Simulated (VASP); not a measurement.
# InSb (Pmmn) in VASP: notebook, part 2 of 2

VASP 6.6.1.

## Step 3: Single point, LDA (volume scaled by 0.99)

INCAR

```
  ALGO = Normal
  EDIFF = 1E-7
  ENCUT = 520
  ISIF = 2
  ISMEAR = -1
  LASPH = True
  LCHARG = False
  LREAL = False
  LWAVE = False
  NBANDS = 26
  NELM = 100
  PREC = Accurate
  SIGMA = 0.08
```

KPOINTS

```
k-points
0
Gamma
  6 6 11
```

POSCAR

```
InSb
1.0
    5.3390834782      0.0000000000      0.0000000000
    0.0000000000      5.6928961784      0.0000000000
    0.0000000000      0.0000000000      3.0527557763
In Sb
2 2
Direct
    0.0000000000      0.0000000000      0.0000000000
    0.5000000000      0.5000000000      0.0000000000
    0.5000000000      0.0000000000      0.8350000000
    0.0000000000      0.5000000000      0.1650000000
```

Potentials or basis: VASP PAW LDA potentials, release 64 (In_d, Sb).

Command:

```sh
$ cat potpaw_LDA.64/In_d/POTCAR potpaw_LDA.64/Sb/POTCAR > POTCAR
$ mpirun -np 1 vasp_std > vasp.out
```

OUTCAR:

```text
EDIFF = 1E-7
   ENCUT = 520
   ISIF = 2
   ISMEAR = -1
   LASPH = True
   LREAL = False
   NELM = 100
   PREC = Accurate

 ion  position               nearest neighbor table
   1  0.000  0.000  0.000-   3 2.72   3 2.72   4 2.89   4 2.89   3 3.69   3 3.69   4 3.82   4 3.82
                             2 3.90   2 3.90   2 3.90   2 3.90
   2  0.500  0.500  0.000-   4 2.72   4 2.72   3 2.89   3 2.89   4 3.69   4 3.69   3 3.82   3 3.82
                             1 3.90   1 3.90   1 3.90   1 3.90
   3  0.500  0.000  0.835-   1 2.72   1 2.72   2 2.89   2 2.89   1 3.69   1 3.69   2 3.82   2 3.82

   4  0.000  0.500  0.165-   2 2.72   2 2.72   1 2.89   1 2.89   2 3.69   2 3.69   1 3.82   1 3.82

  LATTYP: Found a simple orthorhombic cell.
 ALAT       =     3.0527557763
 B/A-ratio  =     1.7489389488
 C/A-ratio  =     1.8648383938

  Lattice vectors:

 A1 = (   0.0000000000,   0.0000000000,   3.0527557763)
 A2 = (   5.3390834782,   0.0000000000,   0.0000000000)
 A3 = (   0.0000000000,   5.6928961784,   0.0000000000)

Analysis of symmetry for initial positions (statically):
=====================================================================
 Subroutine PRICEL returns:
 Original cell was already a primitive cell.

 Routine SETGRP: Setting up the symmetry group for a
 simple orthorhombic supercell.

 Subroutine GETGRP returns: Found  8 space group operations
 (whereof  4 operations were pure point group operations)
 out of a pool of  8 trial point group operations.

The static configuration has the point symmetry C_2v.
 The point group associated with its full space group is D_2h.

Analysis of symmetry for dynamics (positions and initial velocities):
=====================================================================
 Subroutine PRICEL returns:
 Original cell was already a primitive cell.

 Routine SETGRP: Setting up the symmetry group for a
 simple orthorhombic supercell.

 Subroutine GETGRP returns: Found  8 space group operations
 (whereof  4 operations were pure point group operations)
 out of a pool of  8 trial point group operations.
[... 120 lines left out ...]
   EFERMI =   0.00;   METHOD = LEGACY
   ISMEAR =    -1;   SIGMA  =   0.08  broadening in eV -4-tet -1-fermi 0-gaus
   EFERMI_NEDOS =   21; number of points for ismear=-14 and -15
   IALGO  =     38    algorithm
   IMIX   =      4    mixing-type and parameters
     AMIX     =   0.40;   BMIX     =  1.00
     AMIX_MAG =   1.60;   BMIX_MAG =  1.00
  volume/ion in A,a.u.               =      23.20       156.54
  Fermi-wavevector in a.u.,A,eV,Ry     =   1.194020  2.256371 19.397610  1.425684
  Thomas-Fermi vector in A             =   2.330020
   LORBIT       =      0    0 simple, 1 ext, 2 COOP (PROOUT), +10 PAW based schemes
   GGA     = CA    functional components
   LHFCALC =     F    Hartree Fock is set to
   AEXX    =    0.0000 exact exchange contribution
   IVDW    =     0    specifies the selected vdW correction
   LEPSILON=     F    determine dielectric tensor
   LRPA    =     F    only Hartree local field effects (RPA)
 non-spin polarized calculation
  energy-cutoff  :      520.00
  volume of cell :       92.79
 maximum number of plane-waves:      2519
 NGX is ok and might be reduce to    40
   NGX = 19   NGY = 21   NGZ = 11

 number of electron      36.0000002 magnetization

 Free energy of the ion-electron system (eV)
  ---------------------------------------------------
  ext. energy  EPLUGINS =         0.00000000
  ---------------------------------------------------
  free energy    TOTEN  =       -15.41510063 eV

  energy without entropy =      -15.38521251  energy(sigma->0) =      -15.40015657

 E-fermi :   9.5009     XC(G=0): -10.9706

 val. band max:        9.4928177352   @ k =   0.1667   0.5000   0.4545
 cond. band min:       9.5415698588   @ k =   0.3333   0.1667   0.3636
 fundamental gap:      0.0487521237
 Fermi energy:         9.5009381615

 k-point     1 :       0.0000    0.0000    0.0000
  band No.  band energies     occupation
      1      -5.7888      2.00000
      2      -5.7569      2.00000
      3      -5.6160      2.00000
      4      -5.4099      2.00000
      5      -5.3904      2.00000
      6      -5.2424      2.00000
[... 685 lines left out ...]
     25      16.6503      0.00000
     26      16.6503      0.00000

 [... further k-points ...]
[... 5 lines left out ...]
  --------------------------------------------------------------------------------------
  -------------------------------------------------------------------------------------
  Total       14.2038235      5.7234662      2.6163373      0.0000000      0.0000000      0.0000000
  in kB      245.2583560     98.8274683     45.1764693      0.0000000      0.0000000      0.0000000
  external PRESSURE =     129.7540979 kB  Pullay stress =       0.0000000 kB

 VOLUME and BASIS-vectors are now :
 -----------------------------------------------------------------------------
  energy-cutoff  :      520.00
  volume of cell :       92.79
      direct lattice vectors                 reciprocal lattice vectors
     5.339083478  0.000000000  0.000000000     0.187298064  0.000000000  0.000000000
     0.000000000  5.692896178  0.000000000     0.000000000  0.175657516  0.000000000
     0.000000000  0.000000000  3.052755776     0.000000000  0.000000000  0.327572879

 POSITION                                       TOTAL-FORCE (eV/Angst)
 -----------------------------------------------------------------------------------
      0.00000      0.00000      0.00000         0.000000      0.000000      0.256124
      2.66954      2.84645      0.00000         0.000000      0.000000     -0.256124
      2.66954      0.00000      2.54905         0.000000      0.000000     -0.640887
      0.00000      2.84645      0.50370         0.000000      0.000000      0.640887
 -----------------------------------------------------------------------------------
    total drift:                               -0.000000      0.000000     -0.000000

  FREE ENERGIE OF THE ION-ELECTRON SYSTEM (eV)
  ---------------------------------------------------
  free  energy   TOTEN  =       -15.4151006334 eV

  energy  without entropy=      -15.3852125063  energy(sigma->0) =      -15.40015657
```

OSZICAR:

```text
N       E                     dE             d eps       ncg     rms          rms(c)
DAV:   1     0.301266044883E+03    0.30127E+03   -0.15779E+04  4992   0.158E+03
DAV:   2     0.111604914232E+02   -0.29011E+03   -0.28339E+03  5240   0.384E+02
DAV:   3    -0.145685692436E+02   -0.25729E+02   -0.25167E+02  6274   0.129E+02
DAV:   4    -0.155477598766E+02   -0.97919E+00   -0.97520E+00  5994   0.259E+01
DAV:   5    -0.156017755354E+02   -0.54016E-01   -0.54009E-01  7596   0.559E+00    0.723E+00
DAV:   6    -0.154525595464E+02    0.14922E+00   -0.23467E-01  6944   0.792E+00    0.390E+00
DAV:   7    -0.154181058141E+02    0.34454E-01   -0.96943E-02  7222   0.348E+00    0.742E-01
DAV:   8    -0.154153956669E+02    0.27101E-02   -0.12491E-02  6702   0.140E+00    0.452E-01
DAV:   9    -0.154151060475E+02    0.28962E-03   -0.90960E-04  6410   0.176E-01    0.110E-01
DAV:  10    -0.154151017803E+02    0.42671E-05   -0.45944E-05  6930   0.750E-02    0.385E-02
DAV:  11    -0.154151008065E+02    0.97382E-06   -0.59232E-06  6428   0.251E-02    0.201E-02
DAV:  12    -0.154151006260E+02    0.18050E-06   -0.54449E-07  4968   0.569E-03    0.425E-03
DAV:  13    -0.154151006334E+02   -0.73787E-08   -0.76688E-08  2956   0.367E-03
   1 F= -.15415101E+02 E0= -.15400157E+02  d E =-.298881E-01
```

It took 1.9 min on 1 thread of Intel Xeon 6975P-C (Granite Rapids), shared host; peak memory 0.31 GiB.

What came out:

```
Free energy            : -15.4151 eV
Pressure               : 13.0 GPa
Largest force          : 0.641 eV/Å
Band gap on the k mesh : zero (band 18 reaches 11.23 eV, above the bottom of band 19 at 7.87 eV)
```

Forces on the atoms (eV/Å):
```
In   0.000  0.000  0.256
In   0.000  0.000 -0.256
Sb   0.000  0.000 -0.641
Sb   0.000  0.000  0.641
```

Levels at points of the mesh, in eV from the Fermi level:
```tsv
k point	band 14	band 15	band 16	band 17	band 18	band 19	band 20	band 21	band 22	band 23
(0.00, 0.00, 0.00)	-5.90	-5.81	-2.99	-2.69	-2.23	3.12	4.33	4.33	6.29	7.36
(0.50, 0.00, 0.00)	-6.83	-4.49	-4.49	1.00	1.00	4.33	4.33	4.68	4.68	6.63
(0.00, 0.50, 0.00)	-5.97	-4.67	-4.67	-0.38	-0.38	3.88	3.88	4.54	4.54	6.45
(0.50, 0.50, 0.00)	-8.69	-0.40	-0.40	1.30	1.30	2.42	2.42	2.76	2.76	4.66
```

Caveat: spin-orbit coupling is left out, which moves the levels of the heavy elements.

## Step 4: Single point, LDA (volume scaled by 1.02)

INCAR

```
ALGO = Normal
EDIFF = 1E-6
ENCUT = 520
ISIF = 2
ISMEAR = -1
LASPH = T
LCHARG = F
LREAL = F
LWAVE = F
NBANDS = 26
NELM = 100
PREC = Accurate
SIGMA = 0.08
```

KPOINTS is that of step 3.

POSCAR

```
InSb
1.0
    5.3924778551      0.0000000000      0.0000000000
    0.0000000000      5.7498289170      0.0000000000
    0.0000000000      0.0000000000      3.0832853594
In Sb
2 2
Direct
    0.0000000000      0.0000000000      0.0000000000
    0.5000000000      0.5000000000      0.0000000000
    0.5000000000      0.0000000000      0.8350000000
    0.0000000000      0.5000000000      0.1650000000
```

Command:

```sh
$ cat potpaw_LDA.64/In_d/POTCAR potpaw_LDA.64/Sb/POTCAR > POTCAR
$ mpirun -np 1 vasp_std > vasp.out
```

It took 1.7 min on 1 thread of Intel Xeon 6975P-C (Granite Rapids), shared host; peak memory 0.32 GiB.

It converged, with:

```yaml
Free_energy: -15.6144 eV
Pressure: 9.7 GPa
Largest_force: 0.563 eV/Å
Band_gap_on_the_k_mesh: zero (band 18 reaches 10.69 eV, above the bottom of band 19 at 7.49 eV)
```

Forces on the atoms (eV/Å):
```
In   0.000  0.000  0.235
In   0.000  0.000 -0.235
Sb   0.000  0.000 -0.563
Sb   0.000  0.000  0.563
```

Stress tensor (GPa, compression positive):
```
20.06  0.00  0.00
 0.00  6.93  0.00
 0.00  0.00  2.21
```

Levels at points of the mesh, in eV from the Fermi level:
```csv
k point,band 15,band 16,band 17,band 18,band 19,band 20,band 21,band 22
"(0.00, 0.00, 0.00)",-5.62,-2.89,-2.77,-2.14,3.17,4.21,4.23,6.18
"(0.50, 0.00, 0.00)",-4.33,-4.33,0.97,0.97,4.18,4.18,4.57,4.57
"(0.00, 0.50, 0.00)",-4.52,-4.52,-0.36,-0.36,3.76,3.76,4.42,4.42
"(0.50, 0.50, 0.00)",-0.40,-0.40,1.32,1.32,2.39,2.39,2.66,2.66
```

Caveat: spin-orbit coupling is left out, which moves the levels of the heavy elements.

## Step 5: The runs side by side

| cell | gap on the mesh (eV) | pressure (GPa) | largest force (eV/Å) |
| --- | --- | --- | --- |
| a = 5.285, b = 5.635, c = 3.022 Å, 4 atoms | none | 16.8 | 0.73 |
| a = 5.339, b = 5.693, c = 3.053 Å, 4 atoms | none | 13.0 | 0.64 |
| a = 5.392, b = 5.750, c = 3.083 Å, 4 atoms | none | 9.7 | 0.56 |

Alike in all rows: task single point; level LDA; potentials or basis VASP PAW LDA potentials, release 64 (In_d, Sb); no spin polarisation; k mesh 6 × 6 × 11; cutoff (eV) 520; smearing fermi-dirac 0.08 eV.

Caveats: spin-orbit coupling is left out, which moves the levels of the heavy elements.

Absolute energies hang on the potentials; compare differences alone.
